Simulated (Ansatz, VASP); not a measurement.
One calculation of GaN, two programs

```xyz
6
Lattice="3.1807 0.0000 0.0000 -1.5903 2.7545 0.0000 0.0000 0.0000 7.7907" Properties=species:S:1:pos:R:3 pbc="T T T"
Ga    0.0000    0.0000    0.0000
Ga    0.0000    1.8364    2.5969
Ga    1.5903    0.9182    5.1938
N     0.0000    0.0000    1.9477
N     0.0000    1.8364    4.5446
N     1.5903    0.9182    7.1415
```

Alike in both runs: functional PBEsol; k mesh 12 × 12 × 4; occupations gaussian, width 0.02 eV; no spin polarisation.

Ansatz relaxed the structure, and its values are those at the end. VASP's run is a single point on that final structure, the one shown.

|  | VASP | Ansatz |
| --- | --- | --- |
| version | VASP 6.6.1 | Ansatz 0.2.0 |
| potentials or method | VASP PAW PBE potentials, release 64 (Ga_d, N), cutoff 520 eV | scalar-relativistic, plane waves, PAW |
| valence electrons in the cell | 54 | 54 |

|  | VASP | Ansatz | Ansatz less VASP |
| --- | --- | --- | --- |
| gap on the k mesh at the Fermi level (eV) | 1.72 | 1.70 | -0.018 |
| least direct gap on the mesh (eV) | 1.72 | 1.70 | -0.018 |
| pressure (GPa) | -0.3 | 0.0 | +0.32 |

VASP's potentials were made for PBE, not for PBEsol.
